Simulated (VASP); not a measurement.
# Ti17Sn7O48 (P1) in VASP: single point with HSE06

Aim: the single point of Ti17Sn7O48 with HSE06.

All numbers are computed with VASP 6.6.1; they aren't measurements. Logs are shortened: lines on timing, memory, paths and dates and some standing lists are left out, and cuts for length are marked.

**1. The cell of the first run**

The typed cell holds 72 atoms: a = 9.315 Å, b = 9.317 Å, c = 9.041 Å, α = 90.00°, β = 90.00°, γ = 90.00°.

**2. Single point, HSE06**

POSCAR

```
Ti17Sn7O48
1.0
    9.3152750000      0.0000000000      0.0000000000
    0.0000000000      9.3174990000      0.0000000000
    0.0000000000      0.0000000000      9.0411230000
Ti Sn O
17 7 48
Direct
    0.0086330000      0.9943810000      0.0047700000
    0.0036330000      0.0002180000      0.3388550000
    0.0003170000      0.0073830000      0.6635650000
    0.0030540000      0.5071970000      0.3428880000
    0.0053690000      0.5004680000      0.6586750000
    0.4947020000      0.0006740000      0.0041670000
    0.4958910000      0.0071210000      0.3267630000
    0.4965690000      0.4982820000      0.9940650000
    0.4925700000      0.5066150000      0.6720250000
    0.2397550000      0.2504040000      0.1750890000
    0.2517070000      0.2491370000      0.5098180000
    0.2510760000      0.2507650000      0.8423900000
    0.2578020000      0.7537770000      0.1615460000
    0.2472140000      0.7520930000      0.4922080000
    0.2406710000      0.7545120000      0.8264390000
    0.7471300000      0.2625210000      0.4995600000
    0.7442000000      0.7613530000      0.5004620000
    0.0080120000      0.4987900000      0.9990300000
    0.4954630000      0.9999740000      0.6652840000
    0.4951080000      0.4994800000      0.3346110000
    0.7510470000      0.2458620000      0.1706190000
    0.7514720000      0.2468090000      0.8295420000
    0.7515570000      0.7501810000      0.1694440000
    0.7509890000      0.7486900000      0.8290040000
    0.1525840000      0.1533390000      0.0006190000
    0.1520360000      0.1508050000      0.3325420000
    0.1557440000      0.1501830000      0.6654710000
    0.1580560000      0.6579220000      0.9986880000
    0.1554930000      0.6527150000      0.3328270000
    0.1516020000      0.6539330000      0.6681750000
    0.6471280000      0.1461370000      0.9998770000
    0.6475270000      0.1495170000      0.3441930000
    0.6548840000      0.1497140000      0.6558550000
    0.6490360000      0.6461680000      0.9997380000
    0.6540710000      0.6511580000      0.3432010000
    0.6465570000      0.6509990000      0.6548330000
    0.3420590000      0.3495810000      0.9999860000
    0.3425180000      0.3414040000      0.3339790000
    0.3489120000      0.3432350000      0.6649570000
    0.3454480000      0.8496880000      0.9994090000
    0.3474110000      0.8447950000      0.3337110000
    0.3415830000      0.8437960000      0.6657310000
    0.8524320000      0.3449860000      0.9997570000
    0.8500660000      0.3506770000      0.3433740000
    0.8533060000      0.3485230000      0.6565610000
    0.8583550000      0.8473970000      0.9993850000
    0.8529720000      0.8502780000      0.3430230000
    0.8499230000      0.8525490000      0.6555130000
    0.1003740000      0.3975060000      0.1768420000
    0.1015160000      0.4030810000      0.4990840000
    0.1031860000      0.3977980000      0.8218760000
    0.1017200000      0.9029920000      0.1668450000
    0.1005760000      0.9019750000      0.4997820000
    0.0996790000      0.9021880000      0.8330450000
    0.5934740000      0.4021140000      0.1581180000
    0.5977840000      0.3994650000      0.5093400000
    0.5923640000      0.4059530000      0.8320070000
    0.5930390000      0.9071280000      0.1674730000
    0.5965500000      0.8992650000      0.4898330000
    0.5946220000      0.9034900000      0.8414630000
    0.4010250000      0.0966760000      0.1670960000
    0.3950000000      0.0973100000      0.4896420000
    0.3991350000      0.1014030000      0.8417190000
    0.3999580000      0.6024590000      0.1579660000
    0.3935100000      0.5975420000      0.5097740000
    0.4015000000      0.5973870000      0.8323760000
    0.9079600000      0.0889600000      0.1678060000
    0.9107230000      0.0977950000      0.4994570000
    0.9099580000      0.0908380000      0.8315970000
    0.9073060000      0.5938460000      0.1761030000
    0.9092230000      0.5978920000      0.5003920000
    0.9048540000      0.5921090000      0.8224180000
```

INCAR.step1

```
SYSTEM = Ti17Sn7O48
PREC     = Accurate       ! precision mode
ENCUT    = 520            ! plane-wave cutoff, eV
EDIFF    = 1E-5           ! SCF threshold, eV
ISMEAR   = -1             ! smearing method
SIGMA    = 0.05           ! smearing width, eV
LREAL    = Auto         
LASPH    = .TRUE.         ! aspherical terms in the spheres
NELM     = 100            ! most SCF steps
ALGO     = Normal         ! electronic algorithm
ISIF     = 2              ! what is computed and relaxed
LWAVE    = .TRUE.         ! write WAVECAR
LCHARG   = .FALSE.        ! write CHGCAR
GGA      = PE             ! functional
NBANDS   = 337            ! bands
LUSENCCL = .FALSE.
```

INCAR.step2

```
SYSTEM = Ti17Sn7O48
PREC     = Accurate       ! precision mode
ENCUT    = 520            ! plane-wave cutoff, eV
EDIFF    = 1E-7           ! SCF threshold, eV
ISMEAR   = -1             ! smearing method
SIGMA    = 0.05           ! smearing width, eV
LREAL    = Auto         
LASPH    = .TRUE.         ! aspherical terms in the spheres
NELM     = 100            ! most SCF steps
ALGO     = Normal         ! electronic algorithm
ISIF     = 2              ! what is computed and relaxed
LWAVE    = .FALSE.        ! write WAVECAR
LCHARG   = .FALSE.        ! write CHGCAR
GGA      = PE             ! functional
LHFCALC  = .TRUE.         ! exact exchange
HFSCREEN = 0.2079         ! screening, 1/A
PRECFOCK = Fast         
ISTART   = 1            
NBANDS   = 337            ! bands
LUSENCCL = .FALSE.
```

KPOINTS

```
regular mesh
0
G
  1 1 1
  0 0 0
```

Potentials or basis: VASP PAW PBE potentials, release 64 (Ti_sv, Sn_d, O).

Command:

```console
$ cat potpaw_PBE.64/Ti_sv/POTCAR potpaw_PBE.64/Sn_d/POTCAR potpaw_PBE.64/O/POTCAR > POTCAR
$ cp INCAR.step1 INCAR
$ mpirun -np 1 vasp_gam > vasp.out
$ cp INCAR.step2 INCAR
$ mpirun -np 1 vasp_gam > vasp.out
```

OUTCAR:

```text
SYSTEM = Ti17Sn7O48
   PREC = Accurate
   ENCUT = 520
   EDIFF = 1E-7
   ISMEAR = -1
   LREAL = Auto
   LASPH = .TRUE.
   NELM = 100
   ISIF = 2
   GGA = PE
   LHFCALC = .TRUE.
   HFSCREEN = 0.2079
   PRECFOCK = Fast
   ISTART = 1

 ion  position               nearest neighbor table
   1  0.009  0.994  0.005-  52 1.90  67 1.96  46 1.96  54 1.97  25 2.00  69 2.03
   2  0.004  0.000  0.339-  68 1.92  53 1.94  67 1.97  26 1.97  47 1.98  52 2.02
   3  0.000  0.007  0.664-  68 1.90  69 1.90  27 1.97  53 2.01  48 2.01  54 2.04
   4  0.003  0.507  0.343-  71 1.87  70 1.93  50 1.94  29 1.97  49 2.03  44 2.04   5 2.86  18 3.11

   5  0.005  0.500  0.659-  71 1.92  50 1.93  72 1.95  30 1.98  51 1.98  45 2.00   4 2.86  18 3.08
[... 17 lines left out ...]
  17  0.744  0.761  0.500-  59 1.88  48 1.91  47 1.93  35 1.94  36 1.96  71 2.16  24 2.97  23 3.00

  18  0.008  0.499  0.999-  28 2.04  43 2.04  49 2.05  70 2.06  72 2.06  51 2.06   5 3.08   4 3.11
                            24 3.68  23 3.68  22 3.68  21 3.70
  19  0.495  1.000  0.665-  33 2.04  42 2.04  60 2.05  62 2.05  63 2.06  59 2.07   7 3.06   6 3.06
                            22 3.63  24 3.65
  20  0.495  0.499  0.335-  38 2.05  35 2.05  55 2.05  65 2.06  64 2.06  56 2.07   9 3.05   8 3.08
                            23 3.66  21 3.67
  21  0.751  0.246  0.171-  43 2.03  31 2.05  32 2.05  44 2.06  67 2.07  55 2.07  16 2.98  22 3.08
                            20 3.67  18 3.70
  22  0.751  0.247  0.830-  43 2.02  33 2.02  31 2.05  45 2.06  69 2.07  57 2.10  16 2.99  21 3.08
                            19 3.63  18 3.68
  23  0.752  0.750  0.169-  35 2.04  46 2.04  34 2.05  47 2.06  70 2.06  58 2.08  17 3.00  24 3.08
                            20 3.66  18 3.68
  24  0.751  0.749  0.829-  72 2.05  34 2.05  60 2.05  46 2.05  48 2.06  36 2.06  17 2.97  23 3.08
                            19 3.65  18 3.68
  25  0.153  0.153  0.001-  12 1.93  10 1.99   1 2.00
  26  0.152  0.151  0.333-  10 1.89   2 1.97  11 2.07
  27  0.156  0.150  0.665-  11 1.91   3 1.97  12 2.06
  28  0.158  0.658  0.999-  15 1.96  13 1.96  18 2.04
  29  0.155  0.653  0.333-  14 1.91   4 1.97  13 2.05
[... 41 lines left out ...]
  71  0.909  0.598  0.500-   4 1.87   5 1.92  17 2.16
  72  0.905  0.592  0.822-   5 1.95  24 2.05  18 2.06

  LATTYP: Found a simple orthorhombic cell.
 ALAT       =     9.0411230000
 B/A-ratio  =     1.0303227818
 C/A-ratio  =     1.0305687689

  Lattice vectors:

 A1 = (   0.0000000000,   0.0000000000,   9.0411230000)
 A2 = (   9.3152750000,   0.0000000000,   0.0000000000)
 A3 = (   0.0000000000,   9.3174990000,   0.0000000000)

Analysis of symmetry for initial positions (statically):
=====================================================================
 Subroutine PRICEL returns:
 Original cell was already a primitive cell.

 Routine SETGRP: Setting up the symmetry group for a
 simple orthorhombic supercell.

 Subroutine GETGRP returns: Found  1 space group operations
 (whereof  1 operations were pure point group operations)
 out of a pool of  8 trial point group operations.

The static configuration has the point symmetry C_1 .

Analysis of symmetry for dynamics (positions and initial velocities):
=====================================================================
 Subroutine PRICEL returns:
 Original cell was already a primitive cell.

 Routine SETGRP: Setting up the symmetry group for a
[... 211 lines left out ...]
   NGXF,Y,Z  is equivalent  to a cutoff of  24.99, 24.98, 25.74 a.u.
 SYSTEM =  Ti17Sn7O48
   PREC   = accura    normal or accurate (medium, high low for compatibility)
   ISTART =      1    job   : 0-new  1-cont  2-samecut
   ICHARG =      0    charge: 1-file 2-atom 10-const
   ISPIN  =      1    spin polarized calculation?
   LNONCOLLINEAR =      F non collinear calculations
   LSORBIT =      F    spin-orbit coupling
   LASPH  =      T    aspherical Exc in radial PAW
   ENCUT  =  520.0 eV  38.22 Ry    6.18 a.u.  17.32 17.32 16.81*2*pi/ulx,y,z
   NELM   =    100;   NELMIN=  2; NELMDL=  0     # of ELM steps
   EDIFF  = 0.1E-06   stopping-criterion for ELM
   LREAL  =      T    real-space projection
   EDIFFG = 0.1E-05   stopping-criterion for IOM
   NSW    =      0    number of steps for IOM
   IBRION =     -1    ionic relax: 0-MD 1-quasi-New 2-CG
   NFREE  =      0    steps in history (QN), initial steepest desc. (CG)
   ISIF   =      2    stress and relaxation
   ISYM   =      3    0-nonsym 1-usesym 2-fastsym
   POTIM  = 0.5000    time-step for ionic-motion
   TEBEG  =    0.0;   TEEND  =   0.0 temperature during run
   PSTRESS=    0.0 pullay stress
   NELECT =     590.0000    total number of electrons
   NUPDOWN=      -1.0000    fix difference up-down
   EMIN   =  10.00;   EMAX   =-10.00  energy-range for DOS
   EFERMI =   0.00;   METHOD = LEGACY
   ISMEAR =    -1;   SIGMA  =   0.05  broadening in eV -4-tet -1-fermi 0-gaus
   EFERMI_NEDOS =   21; number of points for ismear=-14 and -15
   IALGO  =     38    algorithm
   IMIX   =      1    mixing-type and parameters
     AMIX     =   0.40;   BMIX     =  1.00
     AMIX_MAG =   1.60;   BMIX_MAG =  1.00
  volume/ion in A,a.u.               =      10.90        73.55
  Fermi-wavevector in a.u.,A,eV,Ry     =   1.488629  2.813100 30.150717  2.216015
  Thomas-Fermi vector in A             =   2.601639
   LORBIT       =      0    0 simple, 1 ext, 2 COOP (PROOUT), +10 PAW based schemes
   GGA     = PE    functional components
   LHFCALC =     T    Hartree Fock is set to
   PRECFOCK=fast      Normal, Fast or Accurate (Low or Medium for compatibility)
   ENCUT4O =  -1.0   cutoff for four orbital integrals eV
   NKREDX  =     1    reduce k-point grid by
   NKREDY  =     1    reduce k-point grid by
   NKREDZ  =     1    reduce k-point grid by
   AEXX    =    0.2500 exact exchange contribution
   HFSCREEN=    0.2079 screening length (either q_TF or 0.3 A-1)
   HFSCREENC=   0.2079 screening length for correlation (either q_TF or 0.3 A-1)
   ENCUTFOCK=  -1.0 apply spherical cutoff to Coloumb kernel
   IVDW    =     0    specifies the selected vdW correction
   LEPSILON=     F    determine dielectric tensor
   LRPA    =     F    only Hartree local field effects (RPA)
 non-spin polarized calculation
  energy-cutoff  :      520.00
  volume of cell :      784.72
 maximum number of plane-waves:     10591
 NGX is ok and might be reduce to    70
  NGX = 36; NGY = 36; NGZ = 36

 number of electron     590.0000005 magnetization

 Free energy of the ion-electron system (eV)
  ---------------------------------------------------
  ext. energy  EPLUGINS =         0.00000000
  ---------------------------------------------------
  free energy    TOTEN  =      -727.48391761 eV

  energy without entropy =     -727.48391761  energy(sigma->0) =     -727.48391761

 E-fermi :   5.5389     XC(G=0):  -9.2998

 val. band max:        4.1907367049   @ k =   0.0000   0.0000   0.0000
 cond. band min:       7.8584450308   @ k =   0.0000   0.0000   0.0000
 fundamental gap:      3.6677083259
 Fermi energy:         5.5389443934

 k-point     1 :       0.0000    0.0000    0.0000
  band No.  band energies     occupation
      1     -57.0583      2.00000
      2     -57.0561      2.00000
      3     -57.0468      2.00000
      4     -57.0188      2.00000
      5     -57.0139      2.00000
      6     -57.0008      2.00000
[... 299 lines left out ...]
    306       8.3318      0.00000
    307       8.3653      0.00000
 [bands above 307 left out]

------------------------ aborting loop because EDIFF is reached ----------------------------------------

  FORCE on cell =-STRESS in cart. coord.  units (eV):
  Direction    XX          YY          ZZ          XY          YZ          ZX
  --------------------------------------------------------------------------------------
  -------------------------------------------------------------------------------------
  Total       -8.6176517     -8.6199168      1.5223402     -2.2530411     -0.0043951     -0.1413216
  in kB      -17.5947098    -17.5993344      3.1081710     -4.6000471     -0.0089736     -0.2885371
  external PRESSURE =     -10.6952911 kB  Pullay stress =       0.0000000 kB

 VOLUME and BASIS-vectors are now :
 -----------------------------------------------------------------------------
  energy-cutoff  :      520.00
  volume of cell :      784.72
      direct lattice vectors                 reciprocal lattice vectors
     9.315275000  0.000000000  0.000000000     0.107350561  0.000000000  0.000000000
     0.000000000  9.317499000  0.000000000     0.000000000  0.107324938  0.000000000
     0.000000000  0.000000000  9.041123000     0.000000000  0.000000000  0.110605729

 POSITION                                       TOTAL-FORCE (eV/Angst)
 -----------------------------------------------------------------------------------
      0.08042      9.26514      0.04313         0.063990     -0.049882      0.050387
      0.03384      0.00203      3.06363        -0.022003      0.039006      0.073577
      0.00295      0.06879      5.99937        -0.028916      0.075302     -0.032613
      0.02845      4.72581      3.10009        -0.059696      0.043128      0.016995
      0.05001      4.66311      5.95516        -0.038643     -0.005082      0.032223
      4.60829      0.00628      0.03767         0.023431      0.074560     -0.087265
[... 64 lines left out ...]
      8.46966      5.57086      4.52411         0.201774     -0.196181     -0.021452
      8.42896      5.51698      7.43558        -0.002520      0.023178      0.175637
 -----------------------------------------------------------------------------------
    total drift:                               -0.040590     -0.026297      0.007795

  FREE ENERGIE OF THE ION-ELECTRON SYSTEM (eV)
  ---------------------------------------------------
  free  energy   TOTEN  =      -727.4839176126 eV

  energy  without entropy=     -727.4839176126  energy(sigma->0) =     -727.48391761
```

Run time: 15 min. Hardware: 1 × NVIDIA H100 80GB with 1 thread of Intel Xeon Platinum 8481C at 2.70GHz (Sapphire Rapids), shared host; peak memory 1.5 GiB.

What came out:

```yaml
Free_energy: -727.4839 eV
Pressure: -1.1 GPa
Largest_force: 0.349 eV/Å
Band_gap_on_the_k_mesh: 3.67 eV
```

Forces on the atoms (eV/Å):
```
Ti   0.064 -0.050  0.050
Ti  -0.022  0.039  0.074
Ti  -0.029  0.075 -0.033
Ti  -0.060  0.043  0.017
Ti  -0.039 -0.005  0.032
Ti   0.023  0.075 -0.087
Ti   0.057  0.050  0.028
Ti   0.045  0.054  0.059
Ti   0.017  0.059 -0.035
Ti  -0.103  0.089  0.166
Ti  -0.015  0.021  0.032
Ti  -0.004  0.041  0.074
Ti   0.031  0.004 -0.128
Ti  -0.070  0.047 -0.008
Ti  -0.104  0.100 -0.058
Ti  -0.037  0.128  0.110
Ti  -0.058  0.048 -0.082
Sn  -0.072 -0.034  0.007
Sn   0.025  0.021 -0.015
Sn   0.033  0.020 -0.001
Sn  -0.015  0.038 -0.047
Sn  -0.007  0.007  0.004
Sn   0.024 -0.019  0.033
Sn  -0.004 -0.002 -0.005
O    0.000  0.081 -0.043
O    0.066  0.062 -0.078
O    0.057  0.019 -0.041
O   -0.058 -0.061  0.021
O    0.048  0.039  0.037
O    0.072  0.088  0.052
O    0.094  0.054 -0.012
O    0.096  0.123 -0.285
O    0.041  0.038  0.247
O    0.109  0.070  0.008
O    0.021  0.055 -0.231
O    0.103  0.171  0.258
O   -0.055 -0.049 -0.075
O    0.046  0.028 -0.067
O   -0.083 -0.116 -0.041
O   -0.032 -0.054  0.071
O   -0.058 -0.095  0.000
O    0.065  0.036  0.071
O   -0.019 -0.015 -0.015
O   -0.212 -0.160 -0.226
O   -0.152 -0.151  0.214
O   -0.116 -0.074  0.026
O   -0.132 -0.103 -0.224
O   -0.191 -0.114  0.236
O    0.052 -0.013 -0.203
O   -0.055  0.133  0.022
O   -0.033  0.034  0.212
O   -0.097  0.035 -0.063
O    0.001  0.042 -0.035
O    0.022 -0.049 -0.021
O    0.016 -0.001  0.170
O   -0.033 -0.017 -0.204
O   -0.064  0.058  0.014
O   -0.051  0.039  0.010
O   -0.050 -0.016  0.205
O    0.031 -0.026 -0.181
O    0.153 -0.141  0.056
O    0.088 -0.074  0.218
O    0.056 -0.068 -0.190
O    0.014 -0.046  0.204
O    0.117 -0.093 -0.198
O    0.151 -0.155 -0.047
O   -0.027  0.019 -0.031
O    0.133 -0.200  0.005
O   -0.024  0.003 -0.022
O    0.011 -0.009 -0.168
O    0.202 -0.196 -0.021
O   -0.003  0.023  0.176
```

Caveat: the k points lie up to 0.69 Å⁻¹ apart; the PAW data sets were made with another functional, which shifts forces and pressure a little; spin-orbit coupling is left out, which moves the levels of the heavy elements.
